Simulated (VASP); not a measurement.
# O (Pm-3m) in VASP: settings compared

Aim: see how the results for O move with the level of theory and the settings. Levels: LDA, PBEsol. Tasks: single point.

Everything below comes from runs of VASP 6.6.1. Logs are shortened: lines on timing, memory, paths and dates and some standing lists are left out, and cuts for length are marked.

## 1. The cell of the first run

It takes space group Pm-3m (No. 221, cubic). Conventional cell: a = 1.858 Å, b = 1.858 Å, c = 1.858 Å, α = 90.00°, β = 90.00°, γ = 90.00°. Within 2.5 Å of O (site symmetry m-3m) lie 6 O at 1.86 Å.

## 2. Single point, LDA

The input, INCAR:

```
PREC = Accurate
ENCUT = 600
EDIFF = 1E-6
ISMEAR = 0
SIGMA = 0.025
LREAL = False
LASPH = True
NELM = 120
ALGO = Normal
ISIF = 2
LWAVE = False
LCHARG = False
GGA = CA
NBANDS = 9
GGA_COMPAT = False
```

The input, KPOINTS:

```
Automatic mesh
0
Gamma
  16 16 16
```

The input, POSCAR:

```
O
1.0
    1.8584090528      0.0000000000      0.0000000000
    0.0000000000      1.8584090528      0.0000000000
    0.0000000000      0.0000000000      1.8584090528
O
1
Direct
    0.0000000000      0.0000000000      0.0000000000
```

Potentials or basis: VASP PAW LDA potentials, release 64 (O).

On the command line:

```
$ cat potpaw_LDA.64/O/POTCAR > POTCAR
$ mpirun -np 1 vasp_std > vasp.out
```

OUTCAR:

```text
PREC = Accurate
   ENCUT = 600
   EDIFF = 1E-6
   ISMEAR = 0
   LREAL = False
   LASPH = True
   NELM = 120
   ISIF = 2
   GGA = CA

 ion  position               nearest neighbor table
   1  0.000  0.000  0.000-

  LATTYP: Found a simple cubic cell.
 ALAT       =     1.8584090528

  Lattice vectors:

 A1 = (   1.8584090528,   0.0000000000,   0.0000000000)
 A2 = (   0.0000000000,   1.8584090528,   0.0000000000)
 A3 = (   0.0000000000,   0.0000000000,   1.8584090528)

Analysis of symmetry for initial positions (statically):
=====================================================================
 Subroutine PRICEL returns:
 Original cell was already a primitive cell.

 Routine SETGRP: Setting up the symmetry group for a
 simple cubic supercell.

 Subroutine GETGRP returns: Found 48 space group operations
 (whereof 48 operations were pure point group operations)
 out of a pool of 48 trial point group operations.

The static configuration has the point symmetry O_h .

Analysis of symmetry for dynamics (positions and initial velocities):
=====================================================================
 Subroutine PRICEL returns:
 Original cell was already a primitive cell.

 Routine SETGRP: Setting up the symmetry group for a
 simple cubic supercell.

 Subroutine GETGRP returns: Found 48 space group operations
 (whereof 48 operations were pure point group operations)
 out of a pool of 48 trial point group operations.

The dynamic configuration has the point symmetry O_h .

 Subroutine INISYM returns: Found 48 space group operations
 (whereof 48 operations are pure point group operations),
 and found     1 'primitive' translations

----------------------------------------------------------------------------------------

                                     Primitive cell

  volume of cell :       6.4184

  direct lattice vectors                    reciprocal lattice vectors
     1.858409053  0.000000000  0.000000000     0.538094667  0.000000000  0.000000000
     0.000000000  1.858409053  0.000000000     0.000000000  0.538094667  0.000000000
     0.000000000  0.000000000  1.858409053     0.000000000  0.000000000  0.538094667

  length of vectors
     1.858409053  1.858409053  1.858409053     0.538094667  0.538094667  0.538094667

  position of ions in fractional coordinates (direct lattice)
     0.000000000  0.000000000  0.000000000

  ion indices of the primitive-cell ions
   primitive index   ion index
                 1           1

----------------------------------------------------------------------------------------

 KPOINTS: Automatic mesh

Automatic generation of k-mesh.
 Grid dimensions read from file:
 generate k-points for:   16   16   16

 Generating k-lattice:

  Cartesian coordinates                     Fractional coordinates (reciprocal lattice)
     0.033630917  0.000000000  0.000000000     0.062500000  0.000000000  0.000000000
     0.000000000  0.033630917  0.000000000     0.000000000  0.062500000  0.000000000
     0.000000000  0.000000000  0.033630917     0.000000000  0.000000000  0.062500000

  Length of vectors
     0.033630917  0.033630917  0.033630917

  Shift w.r.t. Gamma in fractional coordinates (k-lattice)
     0.000000000  0.000000000  0.000000000

 Subroutine IBZKPT returns following result:
 ===========================================

 Found    165 irreducible k-points:

 Following reciprocal coordinates:
            Coordinates               Weight
  0.000000  0.000000  0.000000      1.000000
  0.062500  0.000000  0.000000      6.000000
  0.125000  0.000000  0.000000      6.000000
  0.187500  0.000000  0.000000      6.000000
  0.250000  0.000000  0.000000      6.000000
  0.312500  0.000000  0.000000      6.000000
[... 16 lines left out ...]
  0.437500  0.125000  0.000000     24.000000
  0.500000  0.125000  0.000000     12.000000
 [... further k-points ...]
   k-points           NKPTS =    165   k-points in BZ     NKDIM =    165   number of bands    NBANDS=      9
   number of dos      NEDOS =    301   number of ions     NIONS =      1
   total plane-waves  NPLWV =   4096
   dimension x,y,z NGX =    16 NGY =   16 NGZ =   16
   dimension x,y,z NGXF=    32 NGYF=   32 NGZF=   32
   ions per type =               1
   NGX,Y,Z   is equivalent  to a cutoff of  14.31, 14.31, 14.31 a.u.
   NGXF,Y,Z  is equivalent  to a cutoff of  28.63, 28.63, 28.63 a.u.
 SYSTEM =  unknown system
   PREC   = accura    normal or accurate (medium, high low for compatibility)
   ISTART =      0    job   : 0-new  1-cont  2-samecut
   ICHARG =      2    charge: 1-file 2-atom 10-const
   ISPIN  =      1    spin polarized calculation?
   LNONCOLLINEAR =      F non collinear calculations
   LSORBIT =      F    spin-orbit coupling
   LASPH  =      T    aspherical Exc in radial PAW
   ENCUT  =  600.0 eV  44.10 Ry    6.64 a.u.   3.71  3.71  3.71*2*pi/ulx,y,z
   NELM   =    120;   NELMIN=  2; NELMDL= -5     # of ELM steps
   EDIFF  = 0.1E-05   stopping-criterion for ELM
   LREAL  =      F    real-space projection
   EDIFFG = 0.1E-04   stopping-criterion for IOM
   NSW    =      0    number of steps for IOM
   IBRION =     -1    ionic relax: 0-MD 1-quasi-New 2-CG
   NFREE  =      0    steps in history (QN), initial steepest desc. (CG)
   ISIF   =      2    stress and relaxation
   ISYM   =      2    0-nonsym 1-usesym 2-fastsym
   POTIM  = 0.5000    time-step for ionic-motion
   TEBEG  =    0.0;   TEEND  =   0.0 temperature during run
   PSTRESS=    0.0 pullay stress
   NELECT =       6.0000    total number of electrons
   NUPDOWN=      -1.0000    fix difference up-down
   EMIN   =  10.00;   EMAX   =-10.00  energy-range for DOS
   EFERMI =   0.00;   METHOD = LEGACY
   ISMEAR =     0;   SIGMA  =   0.03  broadening in eV -4-tet -1-fermi 0-gaus
   EFERMI_NEDOS =   21; number of points for ismear=-14 and -15
   IALGO  =     38    algorithm
   IMIX   =      4    mixing-type and parameters
     AMIX     =   0.40;   BMIX     =  1.00
     AMIX_MAG =   1.60;   BMIX_MAG =  1.00
  volume/ion in A,a.u.               =       6.42        43.31
  Fermi-wavevector in a.u.,A,eV,Ry     =   1.600727  3.024935 34.862574  2.562327
  Thomas-Fermi vector in A             =   2.697817
   LORBIT       =      0    0 simple, 1 ext, 2 COOP (PROOUT), +10 PAW based schemes
   GGA     = CA    functional components
   LHFCALC =     F    Hartree Fock is set to
   AEXX    =    0.0000 exact exchange contribution
   IVDW    =     0    specifies the selected vdW correction
   LEPSILON=     F    determine dielectric tensor
   LRPA    =     F    only Hartree local field effects (RPA)
 non-spin polarized calculation
 Gauss-broadening in eV      SIGMA  =   0.03
  energy-cutoff  :      600.00
  volume of cell :        6.42
 maximum number of plane-waves:       228
 NGX is ok and might be reduce to    16
   NGX =  7   NGY =  7   NGZ =  7

 number of electron       6.0000001 magnetization

 Free energy of the ion-electron system (eV)
  ---------------------------------------------------
  ext. energy  EPLUGINS =         0.00000000
  ---------------------------------------------------
  free energy    TOTEN  =        -3.86592665 eV

  energy without entropy =       -3.86572004  energy(sigma->0) =       -3.86582334

 E-fermi :   5.5406     XC(G=0): -13.7098

 val. band max:        5.5233042886   @ k =   0.1875   0.1250   0.0625
 cond. band min:       5.5454496210   @ k =   0.3750   0.1875   0.1875
 fundamental gap:      0.0221453324
 Fermi energy:         5.5405699215

 k-point     1 :       0.0000    0.0000    0.0000
  band No.  band energies     occupation
      1     -19.3181      2.00000
      2       6.8959      0.00000
      3       6.8959      0.00000
      4       6.8959      0.00000
      5      24.0743      0.00000
      6      33.7730      0.00000
      7      33.7730      0.00000
      8      54.8196      0.00000
      9      54.8196      0.00000

 k-point     2 :       0.0625    0.0000    0.0000
  band No.  band energies     occupation
      1     -19.1982      2.00000
      2       6.3676      0.00000
      3       6.9436      0.00000
      4       6.9436      0.00000
      5      24.2431      0.00000
      6      33.9283      0.00000
      7      34.1316      0.00000
      8      54.4513      0.00000
      9      54.4520      0.00000

 k-point     3 :       0.1250    0.0000    0.0000
  band No.  band energies     occupation
      1     -18.8419      2.00000
      2       4.9460      2.00000
      3       7.0812      0.00000
      4       7.0812      0.00000
      5      24.6861      0.00000
      6      34.3917      0.00000
      7      35.0110      0.00000
      8      53.4105      0.00000
      9      53.4105      0.00000

 k-point     4 :       0.1875    0.0000    0.0000
  band No.  band energies     occupation
      1     -18.2611      2.00000
      2       2.9737      2.00000
      3       7.2919      0.00000
      4       7.2919      0.00000
      5      25.2992      0.00000
      6      35.1542      0.00000
      7      35.9178      0.00000
      8      51.8907      0.00000
      9      51.8907      0.00000
[... 205 lines left out ...]
 k-point    22 :       0.3750    0.1250    0.0000
  band No.  band energies     occupation
      1     -15.1291      2.00000
      2      -2.9636      2.00000
      3       6.4792      0.00000
      4       8.2019      0.00000
      5      26.8031      0.00000
      6      35.8969      0.00000
      7      39.3244      0.00000
      8      44.8505      0.00000
      9      47.8603      0.00000

 k-point    23 :       0.4375    0.1250    0.0000
  band No.  band energies     occupation
      1     -14.3149      2.00000
      2      -4.3674      2.00000
      3       6.7002      0.00000
      4       8.3562      0.00000
      5      27.0124      0.00000
      6      35.5408      0.00000
      7      40.6037      0.00000
      8      43.4037      0.00000
      9      47.0872      0.00000

 k-point    24 :       0.5000    0.1250    0.0000
  band No.  band energies     occupation
      1     -13.9769      2.00000
      2      -4.9057      2.00000
      3       6.7796      0.00000
      4       8.4111      0.00000
      5      27.0828      0.00000
      6      35.4053      0.00000
      7      41.9137      0.00000
      8      42.0408      0.00000
      9      46.8186      0.00000

 [... further k-points ...]

------------------------ aborting loop because EDIFF is reached ----------------------------------------

  FORCE on cell =-STRESS in cart. coord.  units (eV):
  Direction    XX          YY          ZZ          XY          YZ          ZX
  --------------------------------------------------------------------------------------
  -------------------------------------------------------------------------------------
  Total        1.5308495      1.5308495      1.5308495     -0.0000000     -0.0000000      0.0000000
  in kB      382.1370437    382.1370437    382.1370437     -0.0000000     -0.0000000      0.0000000
  external PRESSURE =     382.1370437 kB  Pullay stress =       0.0000000 kB

 VOLUME and BASIS-vectors are now :
 -----------------------------------------------------------------------------
  energy-cutoff  :      600.00
  volume of cell :        6.42
      direct lattice vectors                 reciprocal lattice vectors
     1.858409053  0.000000000  0.000000000     0.538094667  0.000000000  0.000000000
     0.000000000  1.858409053  0.000000000     0.000000000  0.538094667  0.000000000
     0.000000000  0.000000000  1.858409053     0.000000000  0.000000000  0.538094667

 POSITION                                       TOTAL-FORCE (eV/Angst)
 -----------------------------------------------------------------------------------
      0.00000      0.00000      0.00000         0.000000      0.000000      0.000000
 -----------------------------------------------------------------------------------
    total drift:                               -0.000000      0.000000      0.000000

  FREE ENERGIE OF THE ION-ELECTRON SYSTEM (eV)
  ---------------------------------------------------
  free  energy   TOTEN  =        -3.8659266473 eV

  energy  without entropy=       -3.8657200373  energy(sigma->0) =       -3.86582334
```

It took 4.9 s on 1 thread of Intel Xeon 6455B, shared host; peak memory 0.11 GiB.

Results:

- Free energy: -3.8659 eV
- Pressure: 38.2 GPa
- Band gap on the k mesh: zero (band 3 reaches 8.26 eV, above the bottom of band 4 at 0.90 eV)

## 3. Single point, PBEsol

This run uses another cell than the first one, of 7.55 Å³/atom, 1.176 times its volume.

The input, INCAR:

```
SYSTEM = O
PREC = Accurate
ENCUT = 600
EDIFF = 1E-6
ISMEAR = -1
SIGMA = 0.05
LREAL = .FALSE.
LASPH = .TRUE.
NELM = 120
ALGO = Normal
ISIF = 2
LWAVE = .FALSE.
LCHARG = .FALSE.
GGA = PS
NBANDS = 9
GGA_COMPAT = .FALSE.
```

The input, KPOINTS:

```
regular mesh
0
G
  16 16 16
  0 0 0
```

The input, POSCAR:

```
O
1.0
    1.9618614663      0.0000000000      0.0000000000
    0.0000000000      1.9618614663      0.0000000000
    0.0000000000      0.0000000000      1.9618614663
O
1
Direct
    0.0000000000      0.0000000000      0.0000000000
```

Potentials or basis: VASP PAW PBE potentials, release 64 (O).

On the command line:

```
$ cat potpaw_PBE.64/O/POTCAR > POTCAR
$ mpirun -np 1 vasp_std > vasp.out
```

It took 5.9 s on 1 thread of Intel Xeon 6455B, shared host; peak memory 0.12 GiB.

Results (log left out):

- Free energy: -3.4985 eV
- Pressure: -0.4 GPa
- Band gap on the k mesh: zero (band 3 reaches 5.44 eV, above the bottom of band 4 at -0.58 eV)

Levels at points of the mesh, in eV from the Fermi level:
| k point | band 1 | band 2 | band 3 | band 4 | band 5 | band 6 | band 7 |
| --- | --- | --- | --- | --- | --- | --- | --- |
| (0.00, 0.00, 0.00) | -22.77 | 1.17 | 1.17 | 1.17 | 16.29 | 27.19 | 27.19 |
| (0.50, 0.00, 0.00) | -19.01 | -8.79 | 2.24 | 2.24 | 21.29 | 26.07 | 33.38 |
| (0.50, 0.50, 0.00) | -15.71 | -5.91 | -5.91 | 3.12 | 13.06 | 31.48 | 31.48 |
| (0.50, 0.50, 0.50) | -12.77 | -3.79 | -3.79 | -3.79 | 20.68 | 20.68 | 20.68 |

Caveat: the PAW data sets were made with another functional, which shifts forces and pressure a little.

## 4. Single point, PBEsol

This run uses another cell than the first one, of 7.55 Å³/atom, 1.176 times its volume.

The input, INCAR:

```
PREC = Accurate
ENCUT = 600
EDIFF = 1E-6
ISMEAR = -1
SIGMA = 0.05
LREAL = F
LASPH = T
NELM = 120
ALGO = Normal
ISIF = 2
LWAVE = F
LCHARG = T
GGA = PS
LELF = T
LVHAR = T
NBANDS = 9
GGA_COMPAT = F
```

The input, KPOINTS:

```
regular mesh
0
Gamma
  16 16 16
```

POSCAR is that of step 3.

On the command line:

```
$ cat potpaw_PBE.64/O/POTCAR > POTCAR
$ mpirun -np 1 vasp_std > vasp.out
```

It used 4.7 s of CPU time on 1 thread of Intel Xeon 6455B (shared host).

Results (log left out):

- Free energy: -3.4985 eV
- Pressure: -0.4 GPa
- Band gap on the k mesh: zero (band 3 reaches 5.44 eV, above the bottom of band 4 at -0.58 eV)

Levels at points of the mesh, in eV from the Fermi level:
```
           k point  band 1  band 2  band 3  band 4  band 5  band 6
(0.00, 0.00, 0.00)  -22.77    1.17    1.17    1.17   16.29   27.19
(0.50, 0.00, 0.00)  -19.01   -8.79    2.24    2.24   21.29   26.07
(0.50, 0.50, 0.00)  -15.71   -5.91   -5.91    3.12   13.06   31.48
(0.50, 0.50, 0.50)  -12.77   -3.79   -3.79   -3.79   20.68   20.68
```

Caveat: the PAW data sets were made with another functional, which shifts forces and pressure a little.

## 5. Single point, PBEsol (volume scaled by 0.95)

The input, INCAR:

```
SYSTEM = O
PREC = Accurate
ENCUT = 600
EDIFF = 1E-6
ISMEAR = -1
SIGMA = 0.05
LREAL = .False.
LASPH = .True.
NELM = 120
ALGO = Normal
ISIF = 2
LWAVE = .False.
LCHARG = .False.
GGA = PS
NBANDS = 9
GGA_COMPAT = .False.
```

The input, KPOINTS:

```
regular mesh
0
Gamma
  16 16 16
  0 0 0
```

The input, POSCAR:

```
O
1.0
    1.9286031520      0.0000000000      0.0000000000
    0.0000000000      1.9286031520      0.0000000000
    0.0000000000      0.0000000000      1.9286031520
O
1
Direct
    0.0000000000      0.0000000000      0.0000000000
```

On the command line:

```
$ cat potpaw_PBE.64/O/POTCAR > POTCAR
$ mpirun -np 1 vasp_std > vasp.out
```

Run time: 7.4 s. Hardware: 1 thread of Intel Xeon 6455B, shared host; peak memory 0.12 GiB.

It converged, with:

```
Free energy            : -3.4849 eV
Pressure               : 11.2 GPa
Band gap on the k mesh : zero (band 3 reaches 6.34 eV, above the bottom of band 4 at -0.09 eV)
```

Levels at points of the mesh, in eV from the Fermi level:
```
           k point  band 1  band 2  band 3  band 4  band 5  band 6  band 7  band 8
(0.00, 0.00, 0.00)  -23.45    1.23    1.23    1.23   16.95   27.53   27.53   46.68
(0.50, 0.00, 0.00)  -19.36   -9.41    2.38    2.38   21.84   26.98   33.93   39.08
(0.50, 0.50, 0.00)  -15.77   -6.33   -6.33    3.33   12.90   32.39   32.39   36.68
(0.50, 0.50, 0.50)  -12.54   -4.05   -4.05   -4.05   20.78   20.78   20.78   25.63
```

Caveat: the cell differs from its parent crystal (volume scaled by 0.95); the PAW data sets were made with another functional, which shifts forces and pressure a little.

## 6. Overview

```csv
level,potentials or basis,cell,smearing,gap on the mesh (eV),pressure (GPa)
LDA,"VASP PAW LDA potentials, release 64 (O)","a = 1.858 Å, 1 atom",gaussian 0.025 eV,none,38.2
PBEsol,"VASP PAW PBE potentials, release 64 (O)","a = 1.962 Å, 1 atom",fermi-dirac 0.05 eV,none,-0.4
PBEsol,"VASP PAW PBE potentials, release 64 (O)","a = 1.929 Å, 1 atom",fermi-dirac 0.05 eV,none,11.2
```

Alike in all rows: task single point; no spin polarisation; k mesh 16 × 16 × 16; cutoff (eV) 600.

Caveats: the PAW data sets were made with another functional, which shifts forces and pressure a little (some runs).

Absolute energies hang on the potentials; compare differences alone.
